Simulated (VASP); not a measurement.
# Ta (R-3m) in VASP: single point with r2SCAN

Aim: the single point of Ta with r2SCAN.

Everything below comes from runs of VASP 6.6.1. Logs are shortened: lines on timing, memory, paths and dates and some standing lists are left out, and cuts for length are marked.

### 1 The cell of the first run

The structure is trigonal, space group R-3m (No. 166). The conventional cell has a = 3.095 Å, b = 3.095 Å, c = 6.953 Å, α = 90.00°, β = 90.00°, γ = 120.00°. Within 3.9 Å of Ta (site symmetry -3m) lie 12 Ta at 2.93 to 3.09 Å.

### 2 Single point, r2SCAN

POSCAR reads:

```
Ta
1.0
    3.0945867811      0.0000000000      0.0000000000
   -1.5472933906      2.6799907667      0.0000000000
    1.5472933906      0.8933302556      2.3175672233
Ta
1
Direct
    0.0000000000      0.0000000000      0.0000000000
```

INCAR.step1 reads:

```
SYSTEM = Ta
PREC = Accurate ; ENCUT = 520
ISMEAR = 0 ; SIGMA = 0.1
LREAL = .FALSE. ; LASPH = .TRUE.
NELM = 60 ; ISYM = 0
NBANDS = 12 ; GGA = PE
ALGO = Normal ; EDIFF = 1E-4
LWAVE = .TRUE. ; LCHARG = .FALSE.
```

INCAR.step2 reads:

```
SYSTEM = Ta
PREC = Accurate ; ENCUT = 520
EDIFF = 1E-6 ; ISMEAR = 0
SIGMA = 0.1 ; LREAL = .FALSE.
LASPH = .TRUE. ; NELM = 60
ALGO = Normal ; ISIF = 2
LWAVE = .FALSE. ; LCHARG = .FALSE.
METAGGA = R2SCAN ; LMIXTAU = .TRUE.
ISYM = 0 ; NBANDS = 12
ISTART = 1
```

KPOINTS reads:

```
Automatic mesh
0
G
  12 12 15
  0 0 0
```

Potentials or basis: VASP PAW PBE potentials, release 64 (Ta_pv).

Command:

```
cat potpaw_PBE.64/Ta_pv/POTCAR > POTCAR
cp INCAR.step1 INCAR
mpirun -np 1 vasp_std > vasp.out
cp INCAR.step2 INCAR
mpirun -np 1 vasp_std > vasp.out
```

OUTCAR:

```text
SYSTEM = Ta
   PREC = Accurate
   ENCUT = 520
   EDIFF = 1E-6
   ISMEAR = 0
   LREAL = .FALSE.
   LASPH = .TRUE.
   NELM = 60
   ISIF = 2
   METAGGA = R2SCAN
   ISYM = 0
   ISTART = 1

 ion  position               nearest neighbor table
   1  0.000  0.000  0.000-

IMPORTANT INFORMATION: All symmetrisations will be switched off!
NOSYMM: (Re-)initialisation of all symmetry stuff for point group C_1.

----------------------------------------------------------------------------------------

                                     Primitive cell

  volume of cell :      19.2207

  direct lattice vectors                    reciprocal lattice vectors
     3.094586781  0.000000000  0.000000000     0.323144921  0.186567807 -0.287657963
    -1.547293391  2.679990767  0.000000000     0.000000000  0.373135614 -0.143828982
     1.547293391  0.893330256  2.317567223     0.000000000  0.000000000  0.431486945

  length of vectors
     3.094586781  3.094586781  2.926307164     0.471144659  0.399896189  0.431486945

  position of ions in fractional coordinates (direct lattice)
     0.000000000  0.000000000  0.000000000

  ion indices of the primitive-cell ions
   primitive index   ion index
                 1           1

----------------------------------------------------------------------------------------

 KPOINTS: Automatic mesh

Automatic generation of k-mesh.
 Grid dimensions read from file:
 generate k-points for:   12   12   15

 Generating k-lattice:

  Cartesian coordinates                     Fractional coordinates (reciprocal lattice)
     0.026928743  0.015547317 -0.023971497     0.083333333 -0.000000000  0.000000000
     0.000000000  0.031094634 -0.011985748     0.000000000  0.083333333 -0.000000000
     0.000000000  0.000000000  0.028765796     0.000000000  0.000000000  0.066666667

  Length of vectors
     0.039262055  0.033324682  0.028765796

  Shift w.r.t. Gamma in fractional coordinates (k-lattice)
     0.000000000  0.000000000  0.000000000

 -----------------------------------------------------------------------------
|                                                                             |
|           W    W    AA    RRRRR   N    N  II  N    N   GGGG   !!!           |
|           W    W   A  A   R    R  NN   N  II  NN   N  G    G  !!!           |
|           W    W  A    A  R    R  N N  N  II  N N  N  G       !!!           |
|           W WW W  AAAAAA  RRRRR   N  N N  II  N  N N  G  GGG   !            |
|           WW  WW  A    A  R   R   N   NN  II  N   NN  G    G                |
|           W    W  A    A  R    R  N    N  II  N    N   GGGG   !!!           |
|                                                                             |
|     Your reciprocal lattice and k-lattice belong to different lattice       |
|     classes:                                                                |
|                                                                             |
|        The reciprocal lattice is rhombohedral (trigonal),                   |
|        whereas your k-lattice is base-centered monoclinic.                  |
|                                                                             |
|     Results are often still useful ...                                      |
|                                                                             |
 -----------------------------------------------------------------------------

 WARNING: IBZKPT: internal override: KBLOWUP is changed to .FALSE.
      ... skipping the blow-up phase ...

 Subroutine IBZKPT returns following result:
 ===========================================

 Found   1082 irreducible k-points:

 Following reciprocal coordinates:
            Coordinates               Weight
  0.000000  0.000000  0.000000      1.000000
  0.083333 -0.000000  0.000000      2.000000
  0.166667 -0.000000  0.000000      2.000000
  0.250000 -0.000000  0.000000      2.000000
  0.333333 -0.000000 -0.000000      2.000000
  0.416667 -0.000000  0.000000      2.000000
[... 16 lines left out ...]
  0.250000  0.166667  0.000000      2.000000
  0.333333  0.166667 -0.000000      2.000000
 [... further k-points ...]
   k-points           NKPTS =   1082   k-points in BZ     NKDIM =   1082   number of bands    NBANDS=     12
   number of dos      NEDOS =    301   number of ions     NIONS =      1
   total plane-waves  NPLWV =  13824
   dimension x,y,z NGX =    24 NGY =   24 NGZ =   24
   dimension x,y,z NGXF=    48 NGYF=   48 NGZF=   48
   ions per type =               1
   NGX,Y,Z   is equivalent  to a cutoff of  12.89, 12.89, 13.63 a.u.
   NGXF,Y,Z  is equivalent  to a cutoff of  25.79, 25.79, 27.27 a.u.
 SYSTEM =  Ta
   PREC   = accura    normal or accurate (medium, high low for compatibility)
   ISTART =      1    job   : 0-new  1-cont  2-samecut
   ICHARG =      0    charge: 1-file 2-atom 10-const
   ISPIN  =      1    spin polarized calculation?
   LNONCOLLINEAR =      F non collinear calculations
   LSORBIT =      F    spin-orbit coupling
   LASPH  =      T    aspherical Exc in radial PAW
   ENCUT  =  520.0 eV  38.22 Ry    6.18 a.u.   5.75  5.75  5.44*2*pi/ulx,y,z
   NELM   =     60;   NELMIN=  2; NELMDL=  0     # of ELM steps
   EDIFF  = 0.1E-05   stopping-criterion for ELM
   LREAL  =      F    real-space projection
   EDIFFG = 0.1E-04   stopping-criterion for IOM
   NSW    =      0    number of steps for IOM
   IBRION =     -1    ionic relax: 0-MD 1-quasi-New 2-CG
   NFREE  =      0    steps in history (QN), initial steepest desc. (CG)
   ISIF   =      2    stress and relaxation
   ISYM   =      0    0-nonsym 1-usesym 2-fastsym
   POTIM  = 0.5000    time-step for ionic-motion
   TEBEG  =    0.0;   TEEND  =   0.0 temperature during run
   PSTRESS=    0.0 pullay stress
   NELECT =      11.0000    total number of electrons
   NUPDOWN=      -1.0000    fix difference up-down
   EMIN   =  10.00;   EMAX   =-10.00  energy-range for DOS
   EFERMI =   0.00;   METHOD = LEGACY
   ISMEAR =     0;   SIGMA  =   0.10  broadening in eV -4-tet -1-fermi 0-gaus
   EFERMI_NEDOS =   21; number of points for ismear=-14 and -15
   IALGO  =     38    algorithm
   IMIX   =      4    mixing-type and parameters
     AMIX     =   0.40;   BMIX     =  1.00
     AMIX_MAG =   1.60;   BMIX_MAG =  1.00
  volume/ion in A,a.u.               =      19.22       129.71
  Fermi-wavevector in a.u.,A,eV,Ry     =   1.359199  2.568513 25.135691  1.847421
  Thomas-Fermi vector in A             =   2.485967
   LORBIT       =      0    0 simple, 1 ext, 2 COOP (PROOUT), +10 PAW based schemes
   METAGGA = R2SCAN    functional components
   LHFCALC =     F    Hartree Fock is set to
   AEXX    =    0.0000 exact exchange contribution
   IVDW    =     0    specifies the selected vdW correction
   LEPSILON=     F    determine dielectric tensor
   LRPA    =     F    only Hartree local field effects (RPA)
 non-spin polarized calculation
 Gauss-broadening in eV      SIGMA  =   0.10
  energy-cutoff  :      520.00
  volume of cell :       19.22
 maximum number of plane-waves:       531
   NGX = 11   NGY = 11   NGZ = 11

 number of electron      10.9999999 magnetization

 Free energy of the ion-electron system (eV)
  ---------------------------------------------------
  ext. energy  EPLUGINS =         0.00000000
  ---------------------------------------------------
  free energy    TOTEN  =       -48.28989089 eV

  energy without entropy =      -48.28215420  energy(sigma->0) =      -48.28602254

 E-fermi :   5.1427     XC(G=0): -13.3859

 val. band max:        5.1381851638   @ k =   0.4167   0.0833   0.4000
 cond. band min:       5.1519850811   @ k =  -0.4167   0.0000   0.2667
 fundamental gap:      0.0137999173
 Fermi energy:         5.1427370917

 k-point     1 :       0.0000    0.0000    0.0000
  band No.  band energies     occupation
      1     -29.7222      2.00000
      2     -29.7221      2.00000
      3     -29.5393      2.00000
      4      -3.2527      2.00000
      5       5.1223      1.22762
      6       5.1230      1.21969
      7       6.8185      0.00000
      8       9.0217      0.00000
      9       9.0221      0.00000
     10      16.6255      0.00000
     11      18.1328      0.00000
     12      22.6661      0.00000

 k-point     2 :       0.0833   -0.0000    0.0000
  band No.  band energies     occupation
      1     -29.7686      2.00000
      2     -29.7499      2.00000
      3     -29.5861      2.00000
      4      -2.8755      2.00000
      5       4.9571      1.99133
      6       5.3686      0.00140
      7       6.7830      0.00000
      8       8.5205      0.00000
      9       9.1346      0.00000
     10      16.6252      0.00000
     11      18.9287      0.00000
     12      22.2714      0.00000

 k-point     3 :       0.1667   -0.0000    0.0000
  band No.  band energies     occupation
      1     -29.9261      2.00000
      2     -29.8255      2.00000
      3     -29.6767      2.00000
      4      -1.8254      2.00000
      5       4.2965      2.00000
      6       6.0968      0.00000
      7       6.9243      0.00000
      8       7.5203      0.00000
      9       9.4598      0.00000
     10      16.6249      0.00000
     11      20.9640      0.00000
     12      21.9174      0.00000

 k-point     4 :       0.2500   -0.0000    0.0000
  band No.  band energies     occupation
      1     -30.1641      2.00000
      2     -29.9274      2.00000
      3     -29.7629      2.00000
      4      -0.4035      2.00000
      5       3.3674      2.00000
      6       6.0478      0.00000
      7       7.2735      0.00000
      8       8.1444      0.00000
      9       9.9503      0.00000
     10      16.6244      0.00000
     11      22.2266      0.00000
     12      22.2911      0.00000

 k-point     5 :       0.3333   -0.0000   -0.0000
  band No.  band energies     occupation
      1     -30.3987      2.00000
      2     -30.0279      2.00000
      3     -29.8372      2.00000
      4       0.6751      2.00000
      5       2.5365      2.00000
      6       5.8997      0.00000
      7       8.8261      0.00000
      8       9.4370      0.00000
      9      10.5181      0.00000
     10      16.6227      0.00000
     11      19.8084      0.00000
     12      20.6847      0.00000
[... 228 lines left out ...]
      1     -30.1342      2.00000
      2     -29.7721      2.00000
      3     -29.6598      2.00000
      4      -1.3006      2.00000
      5       4.2468      2.00000
      6       5.5205      0.00000
      7       7.2163      0.00000
      8       8.0989      0.00000
      9       9.5061      0.00000
     10      16.6242      0.00000
     11      19.1327      0.00000
     12      21.5158      0.00000

 k-point    22 :       0.1667    0.1667    0.0000
  band No.  band energies     occupation
      1     -30.3174      2.00000
      2     -29.8680      2.00000
      3     -29.7474      2.00000
      4       0.0044      2.00000
      5       3.5626      2.00000
      6       5.2492      0.13224
      7       7.5473      0.00000
      8       8.5369      0.00000
      9      10.3936      0.00000
     10      16.6227      0.00000
     11      18.8512      0.00000
     12      22.0227      0.00000

 k-point    23 :       0.2500    0.1667    0.0000
  band No.  band energies     occupation
      1     -30.4569      2.00000
      2     -30.0139      2.00000
      3     -29.8182      2.00000
      4       1.1148      2.00000
      5       2.8558      2.00000
      6       5.0540      1.79074
      7       8.3332      0.00000
      8      10.0221      0.00000
      9      11.1904      0.00000
     10      16.6111      0.00000
     11      17.2474      0.00000
     12      21.3801      0.00000

 k-point    24 :       0.3333    0.1667   -0.0000
  band No.  band energies     occupation
      1     -30.5315      2.00000
      2     -30.1479      2.00000
      3     -29.8643      2.00000
      4       1.3981      2.00000
      5       2.3454      2.00000
      6       5.8973      0.00000
      7       9.3645      0.00000
      8      11.2467      0.00000
      9      12.1941      0.00000
     10      15.0137      0.00000
     11      16.6290      0.00000
     12      19.6976      0.00000

 [... further k-points ...]
[... 5 lines left out ...]
  --------------------------------------------------------------------------------------
  -------------------------------------------------------------------------------------
  Total       -1.0986860     -1.0882971      0.2609037     -0.0089479      0.0034036      0.0059417
  in kB      -91.5832122    -90.7172202     21.7481625     -0.7458745      0.2837162      0.4952830
  external PRESSURE =     -53.5174233 kB  Pullay stress =       0.0000000 kB

 VOLUME and BASIS-vectors are now :
 -----------------------------------------------------------------------------
  energy-cutoff  :      520.00
  volume of cell :       19.22
      direct lattice vectors                 reciprocal lattice vectors
     3.094586781  0.000000000  0.000000000     0.323144921  0.186567807 -0.287657963
    -1.547293391  2.679990767  0.000000000     0.000000000  0.373135614 -0.143828982
     1.547293391  0.893330256  2.317567223     0.000000000  0.000000000  0.431486945

 POSITION                                       TOTAL-FORCE (eV/Angst)
 -----------------------------------------------------------------------------------
      0.00000      0.00000      0.00000         0.000000      0.000000     -0.000000
 -----------------------------------------------------------------------------------
    total drift:                                0.000000      0.000000     -0.000000

  FREE ENERGIE OF THE ION-ELECTRON SYSTEM (eV)
  ---------------------------------------------------
  free  energy   TOTEN  =       -48.2898908908 eV

  energy  without entropy=      -48.2821541972  energy(sigma->0) =      -48.28602254
```

It took 3.5 min on 1 thread of Intel Xeon 6975P-C (Granite Rapids), shared host; peak memory 0.34 GiB.

What came out:

```yaml
Free_energy: -48.2899 eV
Pressure: -5.4 GPa
Band_gap_on_the_k_mesh: zero (an odd number of electrons rules out a gap without spin polarisation)
```

Levels at points of the mesh, in eV from the Fermi level:
```tsv
k point	band 3	band 4	band 5	band 6	band 7	band 8	band 9	band 10
(0.00, 0.00, 0.00)	-34.68	-8.40	-0.02	-0.02	1.68	3.88	3.88	11.48
(0.50, 0.00, 0.00)	-35.05	-4.34	-3.34	2.82	5.78	6.45	6.89	10.56
(0.00, 0.50, 0.00)	-34.84	-4.73	-0.24	0.23	1.39	5.34	6.17	10.20
(0.50, 0.50, 0.00)	-34.84	-4.73	-0.24	0.23	1.39	5.34	6.17	10.20
```

Caveat: the stress differs along the axes, from -9 to 2 GPa; the PAW data sets were made with another functional, which shifts forces and pressure a little; spin-orbit coupling is left out, which moves the levels of the heavy elements.
